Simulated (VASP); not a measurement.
# NaW16 (a cell with a defect) in VASP: single point with PBE+D3(BJ)

Aim: the single point of NaW16 (a cell with a defect) with PBE+D3(BJ).

All numbers are computed with VASP 6.6.1; they aren't measurements. Logs are shortened: lines on timing, memory, paths and dates and some standing lists are left out, and cuts for length are marked.

## 1. The cell of the first run

The cell holds a defect, 17 atoms: a = 6.320 Å, b = 6.320 Å, c = 6.320 Å, α = 90.00°, β = 90.00°, γ = 90.00°.

## 2. Single point, PBE+D3(BJ)

Input file INCAR:

```
PREC     = Accurate       # precision mode
ENCUT    = 520            # plane-wave cutoff, eV
EDIFF    = 1E-6           # SCF threshold, eV
ISMEAR   = 0              # smearing method
SIGMA    = 0.15           # smearing width, eV
LREAL    = Auto         
LASPH    = T              # aspherical terms in the spheres
NELM     = 80             # most SCF steps
ALGO     = Normal         # electronic algorithm
ISIF     = 2              # what is computed and relaxed
LWAVE    = F              # write WAVECAR
LCHARG   = T              # write CHGCAR
GGA      = PE             # functional
IVDW     = 12             # dispersion correction
LELF     = T              # ELF
LVHAR    = T            
NBANDS   = 130            # bands
```

Input file KPOINTS:

```
Automatic mesh
0
Gamma
  3 3 3
```

Input file POSCAR:

```
NaW16
1.0
    6.3200000000      0.0000000000      0.0000000000
    0.0000000000      6.3200000000      0.0000000000
    0.0000000000      0.0000000000      6.3200000000
W Na
16 1
Direct
    0.0206164557     -0.0156981013     -0.0082145570
    0.4793732595     -0.0156705696     -0.0082253165
   -0.0008403481      0.5008280063      0.0170094937
   -0.0008667722      0.0096191456      0.5082227848
    0.2499792722      0.2523639241      0.2597802215
    0.5007909810      0.5008381329      0.0170321203
    0.5008280063      0.0096204114      0.5082066456
    0.7500235759      0.1679338608      0.1751414557
    0.0363526899      0.5252343354      0.5325655063
    0.2499981013      0.7548544304      0.2572857595
    0.2499821203      0.2498860759      0.7622723101
    0.4635900316      0.5252625000      0.5325924051
    0.7499988924      0.7597507911      0.2590420886
    0.7499808544      0.2515938291      0.7672827532
    0.2499810127      0.7549085443      0.7622224684
    0.7499833861      0.7472216772      0.7546712025
    0.7499403481      0.3930178797      0.4007911392
```

Potentials or basis: VASP PAW PBE potentials, release 64 (W_sv, Na_pv).

On the command line:

```sh
> cat potpaw_PBE.64/W_sv/POTCAR potpaw_PBE.64/Na_pv/POTCAR > POTCAR
> mpirun -np 1 vasp_std > vasp.out
```

OUTCAR:

```text
PREC = Accurate
   ENCUT = 520
   EDIFF = 1E-6
   ISMEAR = 0
   LREAL = Auto
   LASPH = T
   NELM = 80
   ISIF = 2
   GGA = PE
   IVDW = 12
 IVDW          = 12

 ion  position               nearest neighbor table
   1  0.021  0.984  0.992-   8 2.37  15 2.51  10 2.65  11 2.65  16 2.72  13 2.79  14 2.79   5 2.80
                             2 2.90   3 3.06   4 3.06   4 3.27   3 3.27   2 3.42
   2  0.479  0.984  0.992-   8 2.37  15 2.51  10 2.65  11 2.65  16 2.72  14 2.79  13 2.79   5 2.80
                             1 2.90   6 3.06   7 3.06   7 3.27   6 3.27   1 3.42
   3  0.999  0.501  0.017-   5 2.71  10 2.72  14 2.73  13 2.74  11 2.76  16 2.77  15 2.77   8 2.81
                            17 2.97   1 3.06   9 3.07   6 3.15   6 3.17   9 3.27   1 3.27
   4  0.999  0.010  0.508-   5 2.71  11 2.72  13 2.73  14 2.74  10 2.76  16 2.77  15 2.77   8 2.81
                            17 2.97   1 3.06   9 3.07   7 3.15   7 3.17   1 3.27   9 3.27
   5  0.250  0.252  0.260-   7 2.71   4 2.71   6 2.71   3 2.71   9 2.79  12 2.79   1 2.80   2 2.80
                            11 3.14  10 3.14  10 3.18  11 3.18   8 3.25   8 3.25
   6  0.501  0.501  0.017-   5 2.71  10 2.72  14 2.73  13 2.74  11 2.76  16 2.77  15 2.77   8 2.81
                            17 2.97   2 3.06  12 3.07   3 3.15   3 3.17  12 3.27   2 3.27
   7  0.501  0.010  0.508-   5 2.71  11 2.72  13 2.73  14 2.74  10 2.76  16 2.77  15 2.77   8 2.81
                            17 2.97   2 3.06  12 3.07   4 3.15   4 3.17   2 3.27  12 3.27
   8  0.750  0.168  0.175-  17 2.01   1 2.37   2 2.37  14 2.63  13 2.63   3 2.81   6 2.81   4 2.81
                             7 2.81   5 3.25   5 3.25
   9  0.036  0.525  0.533-  17 2.16  15 2.46  10 2.64  11 2.64  16 2.69  12 2.70   5 2.79  13 2.91
                            14 2.91   4 3.07   3 3.07   3 3.27   4 3.27
  10  0.250  0.755  0.257-  12 2.64   9 2.64   1 2.65   2 2.65   6 2.72   3 2.72   7 2.76   4 2.76
                            15 3.13   5 3.14  13 3.16  13 3.16   5 3.18  15 3.19
  11  0.250  0.250  0.762-  12 2.64   9 2.64   2 2.65   1 2.65   4 2.72   7 2.72   3 2.76   6 2.76
                            15 3.13   5 3.14  14 3.16  14 3.16   5 3.18  15 3.19
  12  0.464  0.525  0.533-  17 2.16  15 2.46  10 2.64  11 2.64  16 2.69   9 2.70   5 2.79  13 2.91
                            14 2.91   7 3.07   6 3.07   6 3.27   7 3.27
  13  0.750  0.760  0.259-  17 2.48   8 2.63   4 2.73   7 2.73   3 2.74   6 2.74   1 2.79   2 2.79
                             9 2.91  12 2.91  16 3.13  10 3.16  10 3.16  16 3.19
  14  0.750  0.252  0.767-  17 2.48   8 2.63   3 2.73   6 2.73   4 2.74   7 2.74   2 2.79   1 2.79
                             9 2.91  12 2.91  16 3.13  11 3.16  11 3.16  16 3.19
  15  0.250  0.755  0.762-  12 2.46   9 2.46   1 2.51   2 2.51   4 2.77   7 2.77   3 2.77   6 2.77
                            11 3.13  10 3.13  16 3.16  16 3.16  10 3.19  11 3.19
  16  0.750  0.747  0.755-  12 2.69   9 2.69   2 2.72   1 2.72   3 2.77   6 2.77   4 2.77   7 2.77
                            13 3.13  14 3.13  15 3.16  15 3.16  13 3.19  14 3.19
  17  0.750  0.393  0.401-   8 2.01  12 2.16   9 2.16  14 2.48  13 2.48   7 2.97   4 2.97   6 2.97
                             3 2.97

  LATTYP: Found a simple cubic cell.
 ALAT       =     6.3200000000

  Lattice vectors:

[... 168 lines left out ...]
     AMIX     =   0.40;   BMIX     =  1.00
     AMIX_MAG =   1.60;   BMIX_MAG =  1.00
  volume/ion in A,a.u.               =      14.85       100.21
  Fermi-wavevector in a.u.,A,eV,Ry     =   1.589382  3.003497 34.370175  2.526137
  Thomas-Fermi vector in A             =   2.688240
   LORBIT       =      0    0 simple, 1 ext, 2 COOP (PROOUT), +10 PAW based schemes
   GGA     = PE    functional components
   LHFCALC =     F    Hartree Fock is set to
   AEXX    =    0.0000 exact exchange contribution
   IVDW    =    12    specifies the selected vdW correction
   LEPSILON=     F    determine dielectric tensor
   LRPA    =     F    only Hartree local field effects (RPA)
 non-spin polarized calculation
 Gauss-broadening in eV      SIGMA  =   0.15
  energy-cutoff  :      520.00
  volume of cell :      252.44
 maximum number of plane-waves:      6859
   NGX = 23   NGY = 23   NGZ = 23

 number of electron     231.0000001 magnetization

 Free energy of the ion-electron system (eV)
  ---------------------------------------------------
  ext. energy  EPLUGINS =         0.00000000
  ---------------------------------------------------
  free energy    TOTEN  =      -194.31817275 eV

  energy without entropy =     -194.22225168  energy(sigma->0) =     -194.27021221

 E-fermi :  11.7600     XC(G=0): -13.7750

 val. band max:       11.7497347628   @ k =   0.0000   0.3333   0.3333
 cond. band min:      11.7642640466   @ k =   0.3333   0.3333   0.3333
 fundamental gap:      0.0145292838
 Fermi energy:        11.7599926017

 k-point     1 :       0.0000    0.0000    0.0000
  band No.  band energies     occupation
      1     -62.2457      2.00000
      2     -62.1857      2.00000
      3     -62.1110      2.00000
      4     -62.1058      2.00000
      5     -62.0992      2.00000
      6     -62.0890      2.00000
[... 1809 lines left out ...]
    126      13.5951      0.00000
    127      13.7121      0.00000
 [bands above 127 left out]

------------------------ aborting loop because EDIFF is reached ----------------------------------------

 Edisp (eV)  -12.15286

 E8    (eV) :    -6.2187

  FORCE on cell =-STRESS in cart. coord.  units (eV):
  Direction    XX          YY          ZZ          XY          YZ          ZX
  --------------------------------------------------------------------------------------
  -------------------------------------------------------------------------------------
  Total      41.14986    38.22670    38.21906    -0.00898    12.02695    -0.00895
  in kB     261.17267   242.61974   242.57128    -0.05698    76.33345    -0.05678
  external pressure =      248.79 kB  Pullay stress =        0.00 kB

 VOLUME and BASIS-vectors are now :
 -----------------------------------------------------------------------------
  energy-cutoff  :      520.00
  volume of cell :      252.44
      direct lattice vectors                 reciprocal lattice vectors
     6.320000000  0.000000000  0.000000000     0.158227848  0.000000000  0.000000000
     0.000000000  6.320000000  0.000000000     0.000000000  0.158227848  0.000000000
     0.000000000  0.000000000  6.320000000     0.000000000  0.000000000  0.158227848

 POSITION                                       TOTAL-FORCE (eV/Angst)
 -----------------------------------------------------------------------------------
      0.13030      6.22079      6.26808         0.040533     -0.025463     -0.028477
      3.02964      6.22096      6.26802        -0.040575     -0.026710     -0.025890
      6.31469      3.16523      0.10750         0.005052      0.002870     -0.003199
      6.31452      0.06079      3.21197         0.004734     -0.005632      0.001180
      1.57987      1.59494      1.64181         0.000431      0.002708     -0.002524
      3.16500      3.16530      0.10764        -0.003820      0.001879     -0.005478
[... 9 lines left out ...]
      4.73990      4.72244      4.76952        -0.000073      0.006939      0.003805
      4.73962      2.48387      2.53300         0.000057      0.157735      0.156971
 -----------------------------------------------------------------------------------
    total drift:                               -0.000259      0.008196     -0.001185

  FREE ENERGIE OF THE ION-ELECTRON SYSTEM (eV)
  ---------------------------------------------------
  free  energy   TOTEN  =      -206.4710352418 eV

  energy  without entropy=     -206.3751141735  energy(sigma->0) =     -206.42307471
```

OSZICAR:

```text
N       E                     dE             d eps       ncg     rms          rms(c)
DAV:   1     0.368931562179E+04    0.36893E+04   -0.12834E+05  3640   0.217E+03
DAV:   2     0.140699000163E+03   -0.35486E+04   -0.34939E+04  3640   0.734E+02
DAV:   3    -0.176467466042E+03   -0.31717E+03   -0.29973E+03  3990   0.190E+02
DAV:   4    -0.202592760787E+03   -0.26125E+02   -0.24892E+02  4472   0.410E+01
DAV:   5    -0.203718145059E+03   -0.11254E+01   -0.11076E+01  4616   0.815E+00    0.906E+01
DAV:   6    -0.196671538018E+03    0.70466E+01   -0.20090E+01  4648   0.210E+01    0.400E+01
DAV:   7    -0.196103334880E+03    0.56820E+00   -0.24345E+01  4584   0.233E+01    0.874E+00
DAV:   8    -0.194312498363E+03    0.17908E+01   -0.12201E+01  4648   0.145E+01    0.188E+00
DAV:   9    -0.194341692785E+03   -0.29194E-01   -0.89053E-01  4344   0.382E+00    0.217E+00
DAV:  10    -0.194320967467E+03    0.20725E-01   -0.94639E-02  4608   0.163E+00    0.852E-01
DAV:  11    -0.194318974861E+03    0.19926E-02   -0.27739E-02  4648   0.951E-01    0.259E-01
DAV:  12    -0.194318318417E+03    0.65644E-03   -0.73124E-03  4480   0.523E-01    0.121E-01
DAV:  13    -0.194318231787E+03    0.86629E-04   -0.10266E-03  4584   0.173E-01    0.108E-01
DAV:  14    -0.194318186806E+03    0.44981E-04   -0.20313E-04  4544   0.871E-02    0.626E-02
DAV:  15    -0.194318175867E+03    0.10939E-04   -0.88601E-05  4608   0.544E-02    0.117E-02
DAV:  16    -0.194318175151E+03    0.71625E-06   -0.15940E-05  4432   0.225E-02    0.771E-03
DAV:  17    -0.194318173291E+03    0.18606E-05   -0.21683E-06  2592   0.996E-03    0.379E-03
DAV:  18    -0.194318172746E+03    0.54417E-06   -0.65543E-07  2240   0.426E-03
   1 F= -.20647104E+03 E0= -.20642307E+03  d E =-.959211E-01
```

Wall time 25 min (1 thread of Intel Xeon 8259CL, shared host); peak memory 0.5 GiB.

Results:

| Quantity | Value |
| --- | --- |
| Free energy | -206.4710 eV |
| Pressure | 24.9 GPa |
| Largest force | 0.223 eV/Å |
| Band gap on the k mesh | zero (an odd number of electrons rules out a gap without spin polarisation) |
| Dispersion energy per atom | -0.715 eV |

Forces on the atoms (eV/Å):
```
W    0.041 -0.025 -0.028
W   -0.041 -0.027 -0.026
W    0.005  0.003 -0.003
W    0.005 -0.006  0.001
W    0.000  0.003 -0.003
W   -0.004  0.002 -0.005
W   -0.004 -0.006  0.002
W   -0.001 -0.132 -0.135
W    0.048  0.006  0.006
W   -0.001  0.006  0.003
W    0.000  0.004  0.009
W   -0.048  0.006  0.006
W   -0.001 -0.007  0.003
W    0.000  0.002 -0.004
W    0.000  0.007  0.014
W    0.000  0.007  0.004
Na   0.000  0.158  0.157
```

Caveat: atoms lie so close that the PAW spheres overlap strongly, which falsifies energies and pressures; spin-orbit coupling is left out, which moves the levels of the heavy elements.
